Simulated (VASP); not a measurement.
# Fe (Im-3m) in VASP: single point with PBE

Aim: the single point of Fe with PBE.

Program: VASP 6.6.1. These are calculated values, not measurements. Logs are shortened: lines on timing, memory, paths and dates and some standing lists are left out, and cuts for length are marked.

### 1 The cell of the first run

The structure is cubic, space group Im-3m (No. 229). Conventional cell: a = 3.005 Å, b = 3.005 Å, c = 3.005 Å, α = 90.00°, β = 90.00°, γ = 90.00°. Within 3.4 Å of Fe (site symmetry m-3m) lie 14 Fe at 2.60 to 3.00 Å.

### 2 Single point, PBE, collinear spin, ferromagnetic start

File INCAR:

```
SYSTEM = Fe
PREC = Accurate
ENCUT = 600
EDIFF = 1E-6
ISMEAR = -1
SIGMA = 0.1
LREAL = .False.
LASPH = .True.
NELM = 200
ALGO = Normal
ISIF = 2
LWAVE = .False.
LCHARG = .True.
ISPIN = 2
MAGMOM = 3
LORBIT = 11
LMAXMIX = 4
GGA = PE
LELF = .True.
LVHAR = .True.
NBANDS = 14
GGA_COMPAT = .False.
```

File KPOINTS:

```
Automatic mesh
0
Gamma
  8 8 8
  0 0 0
```

File POSCAR:

```
Fe
1.0
   -1.5025000000      1.5025000000      1.5025000000
    1.5025000000     -1.5025000000      1.5025000000
    1.5025000000      1.5025000000     -1.5025000000
Fe
1
Direct
    0.0000000000      0.0000000000      0.0000000000
```

Potentials or basis: VASP PAW PBE potentials, release 64 (Fe).

Command:

```sh
> cat potpaw_PBE.64/Fe/POTCAR > POTCAR
> mpirun -np 1 vasp_std > vasp.out
```

OUTCAR:

```text
SYSTEM = Fe
   PREC = Accurate
   ENCUT = 600
   EDIFF = 1E-6
   ISMEAR = -1
   LREAL = .False.
   LASPH = .True.
   NELM = 200
   ISIF = 2
   ISPIN = 2
   LORBIT = 11
   GGA = PE

 ion  position               nearest neighbor table
   1  0.000  0.000  0.000-

  LATTYP: Found a body centered cubic cell.
 ALAT       =     3.0050000000

  Lattice vectors:

 A1 = (  -1.5025000000,   1.5025000000,   1.5025000000)
 A2 = (   1.5025000000,  -1.5025000000,   1.5025000000)
 A3 = (   1.5025000000,   1.5025000000,  -1.5025000000)

Analysis of symmetry for initial positions (statically):
=====================================================================
 Subroutine PRICEL returns:
 Original cell was already a primitive cell.

 Routine SETGRP: Setting up the symmetry group for a
 body centered cubic supercell.

 Subroutine GETGRP returns: Found 48 space group operations
 (whereof 48 operations were pure point group operations)
 out of a pool of 48 trial point group operations.

The static configuration has the point symmetry O_h .

Analysis of symmetry for dynamics (positions and initial velocities):
=====================================================================
 Subroutine PRICEL returns:
 Original cell was already a primitive cell.

 Routine SETGRP: Setting up the symmetry group for a
 body centered cubic supercell.

 Subroutine GETGRP returns: Found 48 space group operations
 (whereof 48 operations were pure point group operations)
 out of a pool of 48 trial point group operations.

The dynamic configuration has the point symmetry O_h .

Analysis of structural, dynamic, and magnetic symmetry:
=====================================================================
 Subroutine PRICEL returns:
 Original cell was already a primitive cell.

 Routine SETGRP: Setting up the symmetry group for a
 body centered cubic supercell.

 Subroutine GETGRP returns: Found 48 space group operations
 (whereof 48 operations were pure point group operations)
 out of a pool of 48 trial point group operations.

The overall configuration has the point symmetry O_h .

 Subroutine INISYM returns: Found 48 space group operations
 (whereof 48 operations are pure point group operations),
 and found     1 'primitive' translations

----------------------------------------------------------------------------------------

                                     Primitive cell

  volume of cell :      13.5676

  direct lattice vectors                    reciprocal lattice vectors
    -1.502500000  1.502500000  1.502500000     0.000000000  0.332778702  0.332778702
     1.502500000 -1.502500000  1.502500000     0.332778702  0.000000000  0.332778702
     1.502500000  1.502500000 -1.502500000     0.332778702  0.332778702  0.000000000

  length of vectors
     2.602406338  2.602406338  2.602406338     0.470620154  0.470620154  0.470620154

  position of ions in fractional coordinates (direct lattice)
     0.000000000  0.000000000  0.000000000

  ion indices of the primitive-cell ions
   primitive index   ion index
                 1           1

----------------------------------------------------------------------------------------

 KPOINTS: Automatic mesh

Automatic generation of k-mesh.
 Grid dimensions read from file:
 generate k-points for:    8    8    8

 Generating k-lattice:

  Cartesian coordinates                     Fractional coordinates (reciprocal lattice)
     0.000000000  0.041597338  0.041597338     0.125000000  0.000000000  0.000000000
     0.041597338  0.000000000  0.041597338     0.000000000  0.125000000  0.000000000
     0.041597338  0.041597338  0.000000000     0.000000000  0.000000000  0.125000000

  Length of vectors
     0.058827519  0.058827519  0.058827519

  Shift w.r.t. Gamma in fractional coordinates (k-lattice)
     0.000000000  0.000000000  0.000000000

 Subroutine IBZKPT returns following result:
 ===========================================

 Found     29 irreducible k-points:

 Following reciprocal coordinates:
            Coordinates               Weight
  0.000000  0.000000  0.000000      1.000000
  0.125000  0.000000  0.000000     12.000000
  0.250000  0.000000  0.000000     12.000000
  0.375000  0.000000  0.000000     12.000000
  0.500000  0.000000  0.000000      6.000000
  0.125000  0.125000  0.000000     24.000000
[... 16 lines left out ...]
 -0.250000  0.250000  0.250000      6.000000
 -0.375000  0.375000  0.250000     24.000000
 [... further k-points ...]
   k-points           NKPTS =     29   k-points in BZ     NKDIM =     29   number of bands    NBANDS=     14
   number of dos      NEDOS =    301   number of ions     NIONS =      1
   total plane-waves  NPLWV =  13824
   dimension x,y,z NGX =    24 NGY =   24 NGZ =   24
   dimension x,y,z NGXF=    48 NGYF=   48 NGZF=   48
   ions per type =               1
   NGX,Y,Z   is equivalent  to a cutoff of  15.33, 15.33, 15.33 a.u.
   NGXF,Y,Z  is equivalent  to a cutoff of  30.66, 30.66, 30.66 a.u.
 SYSTEM =  Fe
   PREC   = accura    normal or accurate (medium, high low for compatibility)
   ISTART =      0    job   : 0-new  1-cont  2-samecut
   ICHARG =      2    charge: 1-file 2-atom 10-const
   ISPIN  =      2    spin polarized calculation?
   LNONCOLLINEAR =      F non collinear calculations
   LSORBIT =      F    spin-orbit coupling
   LASPH  =      T    aspherical Exc in radial PAW
   ENCUT  =  600.0 eV  44.10 Ry    6.64 a.u.   5.20  5.20  5.20*2*pi/ulx,y,z
   NELM   =    200;   NELMIN=  2; NELMDL= -5     # of ELM steps
   EDIFF  = 0.1E-05   stopping-criterion for ELM
   LREAL  =      F    real-space projection
   EDIFFG = 0.1E-04   stopping-criterion for IOM
   NSW    =      0    number of steps for IOM
   IBRION =     -1    ionic relax: 0-MD 1-quasi-New 2-CG
   NFREE  =      0    steps in history (QN), initial steepest desc. (CG)
   ISIF   =      2    stress and relaxation
   ISYM   =      2    0-nonsym 1-usesym 2-fastsym
   POTIM  = 0.5000    time-step for ionic-motion
   TEBEG  =    0.0;   TEEND  =   0.0 temperature during run
   PSTRESS=    0.0 pullay stress
   NELECT =       8.0000    total number of electrons
   NUPDOWN=      -1.0000    fix difference up-down
   EMIN   =  10.00;   EMAX   =-10.00  energy-range for DOS
   EFERMI =   0.00;   METHOD = LEGACY
   ISMEAR =    -1;   SIGMA  =   0.10  broadening in eV -4-tet -1-fermi 0-gaus
   EFERMI_NEDOS =   21; number of points for ismear=-14 and -15
   IALGO  =     38    algorithm
   IMIX   =      4    mixing-type and parameters
     AMIX     =   0.40;   BMIX     =  1.00
     AMIX_MAG =   1.60;   BMIX_MAG =  1.00
  volume/ion in A,a.u.               =      13.57        91.56
  Fermi-wavevector in a.u.,A,eV,Ry     =   1.372789  2.594194 25.640842  1.884549
  Thomas-Fermi vector in A             =   2.498364
   LORBIT       =     11    0 simple, 1 ext, 2 COOP (PROOUT), +10 PAW based schemes
   GGA     = PE    functional components
   LHFCALC =     F    Hartree Fock is set to
   AEXX    =    0.0000 exact exchange contribution
   IVDW    =     0    specifies the selected vdW correction
   LEPSILON=     F    determine dielectric tensor
   LRPA    =     F    only Hartree local field effects (RPA)
 spin polarized calculation
  energy-cutoff  :      600.00
  volume of cell :       13.57
 maximum number of plane-waves:       466
 NGX is ok and might be reduce to    24
   NGX = 11   NGY = 11   NGZ = 11

 number of electron       7.9999997 magnetization       2.6447977

 Free energy of the ion-electron system (eV)
  ---------------------------------------------------
  ext. energy  EPLUGINS =         0.00000000
  ---------------------------------------------------
  free energy    TOTEN  =        -8.10231896 eV

  energy without entropy =       -8.06494578  energy(sigma->0) =       -8.08363237

 E-fermi :   4.2772     XC(G=0): -12.1336

 val. band max:        4.2241237446   @ k =  -0.2500   0.3750   0.1250
 cond. band min:       4.2910508446   @ k =   0.1250   0.0000   0.0000
 fundamental gap:      0.0669271000
 Fermi energy:         4.2772204451

 spin component 1

 k-point     1 :       0.0000    0.0000    0.0000
  band No.  band energies     occupation
      1      -3.2658      1.00000
      2       2.0045      1.00000
      3       2.0045      1.00000
      4       2.0045      1.00000
      5       2.9881      1.00000
      6       2.9881      1.00000
      7      27.4782      0.00000
      8      27.4782      0.00000
      9      27.4782      0.00000
     10      31.5343      0.00000
     11      31.5343      0.00000
     12      32.3600      0.00000
     13      32.3600      0.00000
     14      32.3600      0.00000

 k-point     2 :       0.1250    0.0000    0.0000
  band No.  band energies     occupation
      1      -2.7100      1.00000
      2       1.8810      1.00000
      3       1.9905      1.00000
      4       2.2644      1.00000
      5       2.8861      1.00000
      6       2.9986      1.00000
      7      23.7793      0.00000
      8      26.2152      0.00000
      9      26.8084      0.00000
     10      28.5440      0.00000
     11      29.5168      0.00000
     12      30.3059      0.00000
     13      33.2519      0.00000
     14      34.6405      0.00000
[... 343 lines left out ...]
      1       0.1656      1.00000
      2       1.5950      1.00000
      3       2.3636      1.00000
      4       2.3636      1.00000
      5       2.9096      1.00000
      6       4.0170      0.93100
      7      19.0591      0.00000
      8      19.0591      0.00000
      9      20.1214      0.00000
     10      21.6974      0.00000
     11      34.5885      0.00000
     12      34.5885      0.00000
     13      34.7663      0.00000
     14      36.0901      0.00000

 k-point    24 :      -0.3750    0.3750    0.2500
  band No.  band energies     occupation
      1       0.6813      1.00000
      2       1.1064      1.00000
      3       2.3760      1.00000
      4       2.7050      1.00000
      5       3.5606      0.99923
      6       5.9085      0.00000
      7      14.3322      0.00000
      8      16.9939      0.00000
      9      19.7754      0.00000
     10      22.7437      0.00000
     11      31.0420      0.00000
     12      33.3312      0.00000
     13      35.7083      0.00000
     14      40.3875      0.00000

 [... further k-points ...]

 spin component 2

 k-point     1 :       0.0000    0.0000    0.0000
  band No.  band energies     occupation
      1      -3.1242      1.00000
      2       4.4534      0.14652
      3       4.4535      0.14643
      4       4.4535      0.14642
      5       6.0322      0.00000
      6       6.0323      0.00000
      7      27.1038      0.00000
      8      27.1038      0.00000
      9      27.1038      0.00000
     10      31.5793      0.00000
     11      31.5793      0.00000
     12      33.5690      0.00000
     13      33.5690      0.00000
     14      33.5690      0.00000

 k-point     2 :       0.1250    0.0000    0.0000
  band No.  band energies     occupation
      1      -2.5642      1.00000
      2       4.2911      0.46548
      3       4.4052      0.21762
      4       4.7489      0.00887
      5       5.8823      0.00000
      6       6.0463      0.00000
      7      23.9827      0.00000
      8      26.0898      0.00000
      9      26.7297      0.00000
     10      29.5103      0.00000
     11      30.2468      0.00000
     12      30.5754      0.00000
     13      33.4420      0.00000
     14      35.1664      0.00000
[... 343 lines left out ...]
      1       0.7232      1.00000
      2       4.1061      0.84698
      3       4.7365      0.01002
      4       4.7366      0.01002
      5       5.5079      0.00000
      6       6.6748      0.00000
      7      19.7787      0.00000
      8      19.7787      0.00000
      9      20.6043      0.00000
     10      22.1883      0.00000
     11      34.8874      0.00000
     12      34.8874      0.00000
     13      35.3552      0.00000
     14      36.7351      0.00000

 k-point    24 :      -0.3750    0.3750    0.2500
  band No.  band energies     occupation
      1       2.0371      1.00000
      2       3.3362      0.99992
      3       4.7540      0.00843
      4       5.1838      0.00012
      5       6.2590      0.00000
      6       7.6533      0.00000
      7      15.1987      0.00000
      8      17.6606      0.00000
      9      20.3605      0.00000
     10      23.2419      0.00000
     11      31.7605      0.00000
     12      33.8086      0.00000
     13      36.1182      0.00000
     14      40.7919      0.00000

 [... further k-points ...]

------------------------ aborting loop because EDIFF is reached ----------------------------------------

  FORCE on cell =-STRESS in cart. coord.  units (eV):
  Direction    XX          YY          ZZ          XY          YZ          ZX
  --------------------------------------------------------------------------------------
  -------------------------------------------------------------------------------------
  Total       -1.5175849     -1.5175849     -1.5175849      0.0000000      0.0000000     -0.0000000
  in kB     -179.2091331   -179.2091331   -179.2091331      0.0000000      0.0000000     -0.0000000
  external PRESSURE =    -179.2091331 kB  Pullay stress =       0.0000000 kB

 VOLUME and BASIS-vectors are now :
 -----------------------------------------------------------------------------
  energy-cutoff  :      600.00
  volume of cell :       13.57
      direct lattice vectors                 reciprocal lattice vectors
    -1.502500000  1.502500000  1.502500000     0.000000000  0.332778702  0.332778702
     1.502500000 -1.502500000  1.502500000     0.332778702  0.000000000  0.332778702
     1.502500000  1.502500000 -1.502500000     0.332778702  0.332778702  0.000000000

 POSITION                                       TOTAL-FORCE (eV/Angst)
 -----------------------------------------------------------------------------------
      0.00000      0.00000      0.00000         0.000000     -0.000000      0.000000
 -----------------------------------------------------------------------------------
    total drift:                                0.000000      0.000000     -0.000000

  FREE ENERGIE OF THE ION-ELECTRON SYSTEM (eV)
  ---------------------------------------------------
  free  energy   TOTEN  =        -8.1023189580 eV

  energy  without entropy=       -8.0649457802  energy(sigma->0) =       -8.08363237

 total charge

# of ion       s       p       d       tot
------------------------------------------
    1        0.423   0.407   6.126   6.956

 magnetization (x)

# of ion       s       p       d       tot
------------------------------------------
    1       -0.013  -0.059   2.752   2.680
```

It took 16 s on 1 thread of Intel Xeon Platinum 8488C (Sapphire Rapids), shared host; peak memory 0.15 GiB.

Results:

```
Free energy                                           : -8.1023 eV
Pressure                                              : -17.9 GPa
Net moment                                            : 2.64 μB per cell
Site moments                                          : Fe +2.68 μB
Valence electrons inside the program's atomic spheres : Fe 6.96
```

Levels at points of the mesh, in eV from the Fermi level:
Spin up:
```csv
k point,band 3,band 4,band 5,band 6,band 7,band 8
"(0.00, 0.00, 0.00)",-2.27,-2.27,-1.29,-1.29,23.20,23.20
"(0.50, 0.00, 0.00)",-1.27,-1.16,-0.24,0.50,5.71,16.77
"(0.50, 0.50, 0.50)",-0.44,-0.44,-0.44,8.64,8.64,8.64
```
Spin down:
```csv
k point,band 1,band 2,band 3,band 4,band 5,band 6,band 7,band 8
"(0.00, 0.00, 0.00)",-7.40,0.18,0.18,0.18,1.75,1.76,22.83,22.83
"(0.50, 0.00, 0.00)",-2.72,-0.86,0.53,1.65,1.95,2.56,7.33,16.73
"(0.50, 0.50, 0.50)",-2.03,-2.03,2.33,2.33,2.33,8.94,8.94,8.94
```

Caveat: the k points lie up to 0.37 Å⁻¹ apart.
